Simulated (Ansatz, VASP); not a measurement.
Al: VASP beside Ansatz

Contents of POSCAR:

```
Al
1.0
    0.0000000000      1.9966927595      1.9966927595
    1.9966927595      0.0000000000      1.9966927595
    1.9966927595      1.9966927595      0.0000000000
Al
1
Direct
    0.0000000000      0.0000000000      0.0000000000
```

Contents of INCAR.step1:

```
SYSTEM = Al
ALGO = Normal
EDIFF = 1E-4
ENCUT = 520
GGA = PE
ISMEAR = 1
LASPH = .TRUE.
LCHARG = .FALSE.
LREAL = .FALSE.
LWAVE = .TRUE.
NBANDS = 8
NELM = 60
PREC = Accurate
SIGMA = 0.3
```

The input INCAR.step2:

```
SYSTEM = Al
ALGO = Normal
EDIFF = 1E-7
ENCUT = 520
ISIF = 2
ISMEAR = 1
ISTART = 1
LASPH = .TRUE.
LCHARG = .TRUE.
LELF = .TRUE.
LMIXTAU = .TRUE.
LREAL = .FALSE.
LVHAR = .TRUE.
LWAVE = .FALSE.
METAGGA = R2SCAN
NBANDS = 8
NELM = 60
PREC = Accurate
SIGMA = 0.3
```

File KPOINTS:

```
k-points
0
G
  14 14 14
  0 0 0
```

Input for Ansatz:

```yaml
crystal:
  lattice:
    - [0.0, 1.9966927595, 1.9966927595]
    - [1.9966927595, 0.0, 1.9966927595]
    - [1.9966927595, 1.9966927595, 0.0]
  atoms:
    - { symbol: Al, position: [0.0, 0.0, 0.0] }
hamiltonian:
  xc: r2scan
  pseudopotentials:
    kind: paw
    azcp:
      Al: "pseudopotentials/Al.paw.azcp"
basis:
  ecutwfc: 500
  fft_grid_basis: typed
kpoints:
  mp_grid: { grid: [14, 14, 14], shift: [0, 0, 0] }
magnetization:
  spin_polarized: false
scf:
  occupations: { method: cold, width: 0.3 }
  lower_state_search: "off"
output:
  stress: true
  write_density: true
  write_potential: true
  elf: true
  volumetric_format: npy
```

Alike in both runs: task single point; functional r2SCAN; k mesh 14 × 14 × 14; no spin polarisation.

```csv
,VASP,Ansatz
version,VASP 6.6.1,Ansatz 0.2.0
potentials or method,"VASP PAW PBE potentials, release 64 (Al), cutoff 520 eV","plane waves (500 eV) with PAW, scalar-relativistic"
occupations,"methfessel-paxton of order 1, width 0.3 eV","cold, width 0.3 eV"
valence electrons in the cell,3,3
```

Ansatz gave:

```
pressure (GPa) : -0.3
```

Task: Estimate VASP's values.

Result: Pressure (GPa): -0.7.

VASP's potentials were made for PBE, not for r2SCAN.
